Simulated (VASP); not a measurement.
Here is a VASP 6.6.1 calculation.

Contents of INCAR:

```
  PREC = Accurate
  ENCUT = 520
  EDIFF = 1E-7
  ISMEAR = -1
  SIGMA = 0.02
  LREAL = Auto
  LASPH = True
  NELM = 100
  ALGO = Normal
  ISIF = 2
  LWAVE = False
  LCHARG = False
  GGA = PS
  NBANDS = 51
```

Contents of KPOINTS:

```
Automatic mesh
0
Gamma
  2 2 1
```

Contents of POSCAR:

```
C
1.0
    7.3980000000      0.0000000000      0.0000000000
   -3.6990000000      6.4068560000      0.0000000000
    0.0000000000      0.0000000000     12.0000000000
C
18
Direct
   -0.0076952705     -0.0037928120      0.0704166667
    0.2132673893      0.1132068522      0.0926666667
    0.0000196340      0.3299122065      0.0657500000
    0.2178559061      0.4461470650      0.0723250000
    0.0000994705      0.6651624447      0.0850250000
    0.2265832576      0.7818499432      0.1013916667
    0.3341700357     -0.0093025347      0.1022583333
    0.5536798656      0.1098198555      0.0908250000
    0.3409330872      0.3372324897      0.1023666667
    0.5574479772      0.4413084983      0.0899333333
    0.3369946819      0.6612291583      0.0946333333
    0.5614111333      0.7814597363      0.0761500000
    0.6654191464      0.0090215856      0.0781500000
    0.8877395255      0.1211670748      0.0666916667
    0.6758110799      0.3402136711      0.0827666667
    0.8869834370      0.4425259441      0.0704750000
    0.6638292499      0.6636952664      0.0821250000
    0.8854510177      0.7691448036      0.0760583333
```

Potentials or basis: VASP PAW PBE potentials, release 64 (C).

Launch:

```bash
$ cat potpaw_PBE.64/C/POTCAR > POTCAR
$ mpirun -np 1 vasp_std > vasp.out
```

Task: Estimate the largest force.

Result: 5.331 eV/Å.

Forces in eV/Å, atoms in the order of the input:
```
C    0.931  1.602  1.272
C    2.284 -1.558  0.161
C   -1.024  2.872  0.192
C    3.998 -0.924  2.793
C    0.432  0.189 -0.221
C    0.508 -3.920 -1.038
C   -3.073  4.199 -0.461
C    0.017  1.496 -0.202
C   -3.960 -1.714 -3.131
C   -0.078  2.029  0.618
C   -1.400  2.752 -1.890
C   -1.868 -0.648  1.884
C    1.473 -2.059 -0.385
C    1.377 -4.294  0.119
C   -2.103 -2.897  0.341
C    1.625  1.472  0.808
C    1.255 -0.219 -1.014
C   -0.395  1.623  0.154
```

Caveat: the k points lie up to 0.49 Å⁻¹ apart; the atoms stand as in a frame of molecular dynamics; there is no dipole correction, which matters where the two faces differ; the PAW data sets were made with another functional, which shifts forces and pressure a little.
